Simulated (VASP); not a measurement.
Li3TeH:

```
Li Te H
1.0
     4.19228    0.00000    0.00000
     0.00000    4.19228    0.00000
     0.00000    0.00000    4.19228
Li Te H
3 1 1
Direct
  0.50000 0.00000 0.50000
  0.00000 0.50000 0.50000
  0.50000 0.50000 0.00000
  0.00000 0.00000 0.00000
  0.50000 0.50000 0.50000
```

```yaml
Program: VASP 6.6.1
Task: relaxation of cell and atoms
Functional: LDA
Potentials_or_basis: VASP PAW LDA potentials, release 64 (Li_sv, Te, H)
Cutoff: 600 eV
k_mesh: 6 × 6 × 6
Occupations: gaussian, width 0.02 eV
Spin: no spin polarisation
```

At the start: pressure -2.7 GPa; volume 14.74 Å³/atom.

How do energy, volume and symmetry change on relaxing?

Over 4 steps the energy falls by 10.1 meV/atom and the volume is 13.60 Å³/atom (-7.7 %); space group Pm-3m (No. 221, to 0.05 Å).

The path:
```
step  energy change (eV)  largest force (eV/Å)  pressure (GPa)  volume (Å³)
   1              0.0000                0.0000           -2.68        73.68
   2             -0.0348                0.0000           -1.59        71.08
   3             -0.0503                0.0000           -0.12        68.23
   4             -0.0504                0.0000            0.01        68.01
```

Final structure:
```
Li Te H
1.0
     4.08187    0.00000    0.00000
     0.00000    4.08187    0.00000
     0.00000    0.00000    4.08187
Li Te H
3 1 1
Direct
  0.50000 0.00000 0.50000
  0.00000 0.50000 0.50000
  0.50000 0.50000 0.00000
  0.00000 0.00000 0.00000
  0.50000 0.50000 0.50000
```

Caveat: the cutoff is under 1.25 times the usual one of these potentials, so pressure, stress and relaxed cells hold a basis-set (Pulay) error.
